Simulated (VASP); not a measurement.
# W (P6_3/mmc) in VASP: a series of runs

The runs below take W through relaxation of cell and atoms, with PBE.

All numbers are computed with VASP 6.6.1; they aren't measurements. Logs are shortened: lines on timing, memory, paths and dates and some standing lists are left out, and cuts for length are marked.

### 1 The cell of the first run

The structure is hexagonal, space group P6_3/mmc (No. 194). The conventional cell has a = 2.820 Å, b = 2.820 Å, c = 4.605 Å, α = 90.00°, β = 90.00°, γ = 120.00°. W (site symmetry -6m2) has 12 W at 2.82 Å within 3.7 Å.

### 2 Relaxation of cell and atoms, PBE

The input, INCAR:

```
PREC = Accurate ; ENCUT = 600
EDIFF = 1E-6 ; ISMEAR = -1
SIGMA = 0.1 ; LREAL = F
LASPH = T ; NELM = 80
ALGO = Normal ; ISIF = 3
LWAVE = F ; LCHARG = F
GGA = PE ; IBRION = 2
NSW = 50 ; EDIFFG = -0.01
```

The input, KPOINTS:

```
regular mesh
0
Gamma
  10 10 6
```

The input, POSCAR:

```
W
1.0
    2.8200000000      0.0000000000      0.0000000000
   -1.4100000000      2.4421916387      0.0000000000
    0.0000000000      0.0000000000      4.6050600000
W
2
Direct
    0.3333333333      0.6666666667      0.2500000000
    0.6666666667      0.3333333333      0.7500000000
```

Potentials or basis: VASP PAW PBE potentials, release 64 (W_sv).

Run with:

```sh
$ cat potpaw_PBE.64/W_sv/POTCAR > POTCAR
$ mpirun -np 1 vasp_std > vasp.out
```

OUTCAR:

```text
PREC = Accurate
   ENCUT = 600
   EDIFF = 1E-6
   ISMEAR = -1
   LREAL = F
   LASPH = T
   NELM = 80
   ISIF = 3
   GGA = PE
   IBRION = 2
   NSW = 50
   EDIFFG = -0.01

 ion  position               nearest neighbor table
   1  0.333  0.667  0.250-   2 2.82   2 2.82   2 2.82   2 2.82   2 2.82   2 2.82
   2  0.667  0.333  0.750-   1 2.82   1 2.82   1 2.82   1 2.82   1 2.82   1 2.82

  LATTYP: Found a hexagonal cell.
 ALAT       =     2.8200000000
 C/A-ratio  =     1.6330000000

  Lattice vectors:

 A1 = (   2.8200000000,   0.0000000000,   0.0000000000)
 A2 = (  -1.4100000000,   2.4421916387,   0.0000000000)
 A3 = (   0.0000000000,   0.0000000000,   4.6050600000)

Analysis of symmetry for initial positions (statically):
=====================================================================
 Subroutine PRICEL returns:
 Original cell was already a primitive cell.

 Routine SETGRP: Setting up the symmetry group for a
 hexagonal supercell.

 Subroutine GETGRP returns: Found 24 space group operations
 (whereof 12 operations were pure point group operations)
 out of a pool of 24 trial point group operations.

The static configuration has the point symmetry D_3d.
 The point group associated with its full space group is D_6h.

Analysis of symmetry for dynamics (positions and initial velocities):
=====================================================================
 Subroutine PRICEL returns:
 Original cell was already a primitive cell.

 Routine SETGRP: Setting up the symmetry group for a
 hexagonal supercell.

 Subroutine GETGRP returns: Found 24 space group operations
 (whereof 12 operations were pure point group operations)
 out of a pool of 24 trial point group operations.

The dynamic configuration has the point symmetry D_3d.
 The point group associated with its full space group is D_6h.

 Subroutine INISYM returns: Found 24 space group operations
 (whereof 12 operations are pure point group operations),
 and found     1 'primitive' translations

----------------------------------------------------------------------------------------

                                     Primitive cell

  volume of cell :      31.7150

  direct lattice vectors                    reciprocal lattice vectors
     2.820000000  0.000000000  0.000000000     0.354609929  0.204734138  0.000000000
    -1.410000000  2.442191639  0.000000000     0.000000000  0.409468276  0.000000000
     0.000000000  0.000000000  4.605060000     0.000000000  0.000000000  0.217152437

  length of vectors
     2.820000000  2.820000000  4.605060000     0.409468276  0.409468276  0.217152437

  position of ions in fractional coordinates (direct lattice)
     0.333333333  0.666666667  0.250000000
     0.666666667  0.333333333  0.750000000

  ion indices of the primitive-cell ions
   primitive index   ion index
                 1           1
                 2           2

----------------------------------------------------------------------------------------

 KPOINTS: regular mesh

Automatic generation of k-mesh.
 Grid dimensions read from file:
 generate k-points for:   10   10    6

 Generating k-lattice:

  Cartesian coordinates                     Fractional coordinates (reciprocal lattice)
     0.035460993  0.020473414  0.000000000     0.100000000  0.000000000  0.000000000
     0.000000000  0.040946828  0.000000000     0.000000000  0.100000000  0.000000000
     0.000000000  0.000000000  0.036192073     0.000000000  0.000000000  0.166666667

  Length of vectors
     0.040946828  0.040946828  0.036192073

  Shift w.r.t. Gamma in fractional coordinates (k-lattice)
     0.000000000  0.000000000  0.000000000

 Subroutine IBZKPT returns following result:
 ===========================================

 Found     56 irreducible k-points:

 Following reciprocal coordinates:
            Coordinates               Weight
  0.000000  0.000000  0.000000      1.000000
  0.100000  0.000000  0.000000      6.000000
  0.200000  0.000000  0.000000      6.000000
  0.300000 -0.000000  0.000000      6.000000
  0.400000 -0.000000  0.000000      6.000000
  0.500000  0.000000  0.000000      3.000000
[... 16 lines left out ...]
  0.300000  0.100000  0.166667     24.000000
  0.400000  0.100000  0.166667     24.000000
 [... further k-points ...]
   k-points           NKPTS =     56   k-points in BZ     NKDIM =     56   number of bands    NBANDS=     18
   number of dos      NEDOS =    301   number of ions     NIONS =      2
   total plane-waves  NPLWV =  23040
   dimension x,y,z NGX =    24 NGY =   24 NGZ =   40
   dimension x,y,z NGXF=    48 NGYF=   48 NGZF=   80
   ions per type =               2
   NGX,Y,Z   is equivalent  to a cutoff of  14.15, 14.15, 14.44 a.u.
   NGXF,Y,Z  is equivalent  to a cutoff of  28.30, 28.30, 28.88 a.u.
 SYSTEM =  unknown system
   PREC   = accura    normal or accurate (medium, high low for compatibility)
   ISTART =      0    job   : 0-new  1-cont  2-samecut
   ICHARG =      2    charge: 1-file 2-atom 10-const
   ISPIN  =      1    spin polarized calculation?
   LNONCOLLINEAR =      F non collinear calculations
   LSORBIT =      F    spin-orbit coupling
   LASPH  =      T    aspherical Exc in radial PAW
   ENCUT  =  600.0 eV  44.10 Ry    6.64 a.u.   5.63  5.63  9.20*2*pi/ulx,y,z
   NELM   =     80;   NELMIN=  2; NELMDL= -5     # of ELM steps
   EDIFF  = 0.1E-05   stopping-criterion for ELM
   LREAL  =      F    real-space projection
   EDIFFG = -.1E-01   stopping-criterion for IOM
   NSW    =     50    number of steps for IOM
   IBRION =      2    ionic relax: 0-MD 1-quasi-New 2-CG
   NFREE  =      1    steps in history (QN), initial steepest desc. (CG)
   ISIF   =      3    stress and relaxation
   ISYM   =      2    0-nonsym 1-usesym 2-fastsym
   POTIM  = 0.5000    time-step for ionic-motion
   TEBEG  =    0.0;   TEEND  =   0.0 temperature during run
   PSTRESS=    0.0 pullay stress
   NELECT =      28.0000    total number of electrons
   NUPDOWN=      -1.0000    fix difference up-down
   EMIN   =  10.00;   EMAX   =-10.00  energy-range for DOS
   EFERMI =   0.00;   METHOD = LEGACY
   ISMEAR =    -1;   SIGMA  =   0.10  broadening in eV -4-tet -1-fermi 0-gaus
   EFERMI_NEDOS =   21; number of points for ismear=-14 and -15
   IALGO  =     38    algorithm
   IMIX   =      4    mixing-type and parameters
     AMIX     =   0.40;   BMIX     =  1.00
     AMIX_MAG =   1.60;   BMIX_MAG =  1.00
  volume/ion in A,a.u.               =      15.86       107.01
  Fermi-wavevector in a.u.,A,eV,Ry     =   1.570505  2.967825 33.558600  2.466488
  Thomas-Fermi vector in A             =   2.672229
   LORBIT       =      0    0 simple, 1 ext, 2 COOP (PROOUT), +10 PAW based schemes
   GGA     = PE    functional components
   LHFCALC =     F    Hartree Fock is set to
   AEXX    =    0.0000 exact exchange contribution
   IVDW    =     0    specifies the selected vdW correction
   LEPSILON=     F    determine dielectric tensor
   LRPA    =     F    only Hartree local field effects (RPA)
 conjugate gradient relaxation of ions
 non-spin polarized calculation
  energy-cutoff  :      600.00
  volume of cell :       31.71
 maximum number of plane-waves:      1099
 NGX is ok and might be reduce to    24
   NGX = 11   NGY = 11   NGZ = 19

--------------------------------------- Ionic step        1  -------------------------------------------

 number of electron      28.0000004 magnetization

 Free energy of the ion-electron system (eV)
  ---------------------------------------------------
  ext. energy  EPLUGINS =         0.00000000
  ---------------------------------------------------
  free energy    TOTEN  =       -24.78724294 eV

  energy without entropy =      -24.69978633  energy(sigma->0) =      -24.74351464

------------------------ aborting loop because EDIFF is reached ----------------------------------------

  FORCE on cell =-STRESS in cart. coord.  units (eV):
  Direction    XX          YY          ZZ          XY          YZ          ZX
  --------------------------------------------------------------------------------------
  -------------------------------------------------------------------------------------
  Total        1.2085375      1.2085375      4.3073607     -0.0000000      0.0000000      0.0000000
  in kB       61.0529387     61.0529387    217.5993933     -0.0000000      0.0000000      0.0000000
  external PRESSURE =     113.2350902 kB  Pullay stress =       0.0000000 kB
[... 23 lines left out ...]
--------------------------------------- Ionic step        2  -------------------------------------------

 number of electron      27.9999999 magnetization

 E-fermi :   8.9648     XC(G=0): -12.7603

 val. band max:        8.9615351532   @ k =   0.4000   0.1000   0.5000
 cond. band min:       8.9770853070   @ k =   0.1000   0.0000   0.0000
 fundamental gap:      0.0155501538
 Fermi energy:         8.9648105549

 k-point     1 :       0.0000    0.0000    0.0000
  band No.  band energies     occupation
      1     -65.0092      2.00000
      2     -64.9660      2.00000
      3     -29.5044      2.00000
      4     -28.8842      2.00000
      5     -28.7656      2.00000
      6     -28.7656      2.00000
[... 481 lines left out ...]
      5     -29.1650      2.00000
      6     -29.0005      2.00000
[... 10 lines left out ...]
     17      12.3927      0.00000
     18      13.2658      0.00000

 [... further k-points ...]
[... 5 lines left out ...]
  --------------------------------------------------------------------------------------
  -------------------------------------------------------------------------------------
  Total       -6.5466025     -6.5466025     -4.7086932      0.0000000      0.0000000     -0.0000000
  in kB     -282.8618172   -282.8618172   -203.4504932      0.0000000      0.0000000     -0.0000000
  external PRESSURE =    -256.3913759 kB  Pullay stress =       0.0000000 kB
[... 53 lines left out ...]
  FREE ENERGIE OF THE ION-ELECTRON SYSTEM (eV)
  ---------------------------------------------------
  free  energy   TOTEN  =       -24.8706383274 eV

  energy  without entropy=      -24.7835563164  energy(sigma->0) =      -24.82709732

[... ionic steps 4 to 7 ...]

--------------------------------------- Ionic step        8  -------------------------------------------

 number of electron      28.0000003 magnetization

------------------------ aborting loop because EDIFF is reached ----------------------------------------
[... 67 lines left out ...]
--------------------------------------- Ionic step       10  -------------------------------------------

 number of electron      28.0000003 magnetization

 Free energy of the ion-electron system (eV)
  ---------------------------------------------------
  ext. energy  EPLUGINS =         0.00000000
  ---------------------------------------------------
  free energy    TOTEN  =       -24.94269444 eV

  energy without entropy =      -24.87075463  energy(sigma->0) =      -24.90672453

 E-fermi :  10.4801     XC(G=0): -13.3804

 val. band max:       10.4707469489   @ k =   0.4000   0.1000   0.1667
 cond. band min:      10.4855104485   @ k =   0.4000   0.2000   0.0000
 fundamental gap:      0.0147634996
 Fermi energy:        10.4801144422

 k-point     1 :       0.0000    0.0000    0.0000
  band No.  band energies     occupation
      1     -63.3043      2.00000
      2     -63.2348      2.00000
      3     -28.0160      2.00000
      4     -27.1204      2.00000
      5     -26.9331      2.00000
      6     -26.9331      2.00000
[... 481 lines left out ...]
      5     -27.5141      2.00000
      6     -27.2821      2.00000
[... 10 lines left out ...]
     17      14.4267      0.00000
     18      15.5099      0.00000

 [... further k-points ...]
[... 5 lines left out ...]
  --------------------------------------------------------------------------------------
  -------------------------------------------------------------------------------------
  Total        0.0073563      0.0073563      0.0076615      0.0000000      0.0000000      0.0000000
  in kB        0.3561353      0.3561353      0.3709123      0.0000000      0.0000000      0.0000000
  external PRESSURE =       0.3610610 kB  Pullay stress =       0.0000000 kB
[... 17 lines left out ...]
  FREE ENERGIE OF THE ION-ELECTRON SYSTEM (eV)
  ---------------------------------------------------
  free  energy   TOTEN  =       -24.9426944366 eV

  energy  without entropy=      -24.8707546299  energy(sigma->0) =      -24.90672453

 reached required accuracy - stopping structural energy minimisation
```

Wall time 87 s (1 thread of Intel Xeon Platinum 8488C (Sapphire Rapids), shared host); peak memory 0.19 GiB.

Results:

```
Free energy                            : -24.9427 eV
Relaxed volume                         : 16.55 Å³/atom
Relaxed cell                           : a = 2.781 Å, b = 2.781 Å, c = 4.941 Å, α = 90.00°, β = 90.00°, γ = 120.00°
Space group after relaxing (to 0.05 Å) : P6_3/mmc (No. 194)
Energy gained by relaxing              : 77.7 meV/atom
Ionic steps                            : 10
Pressure after relaxing                : 0.0 GPa
Band gap on the k mesh                 : zero (band 14 reaches 11.70 eV, above the bottom of band 15 at 10.10 eV)
```

Step by step:
```tsv
step	energy change (eV)	largest force (eV/Å)	pressure (GPa)	volume (Å³)
1	0.0000	0.0000	11.32	31.71
2	0.2066	0.0000	-25.64	37.08
3	-0.0834	0.0000	-4.71	33.51
4	-0.1395	0.0000	-0.84	33.34
5	-0.1531	0.0000	-2.39	33.40
6	-0.1531	0.0000	-2.49	33.40
7	-0.1419	0.0000	6.15	32.39
8	-0.1554	0.0000	-0.06	33.10
9	-0.1554	0.0000	-0.02	33.10
10	-0.1555	0.0000	0.04	33.09
```

Final structure:
```cif
data_structure
_symmetry_space_group_name_H-M 'P 1'
_symmetry_Int_Tables_number 1
_cell_length_a 2.7809
_cell_length_b 2.7809
_cell_length_c 4.9414
_cell_angle_alpha 90.000
_cell_angle_beta 90.000
_cell_angle_gamma 120.000
_cell_volume 33.09
loop_
_atom_site_label
_atom_site_type_symbol
_atom_site_fract_x
_atom_site_fract_y
_atom_site_fract_z
_atom_site_occupancy
W1 W 0.33333 0.66667 0.25000 1
W2 W 0.66667 0.33333 0.75000 1
```

Caveat: spin-orbit coupling is left out, which moves the levels of the heavy elements.

(Continued in part 2 of 2.)
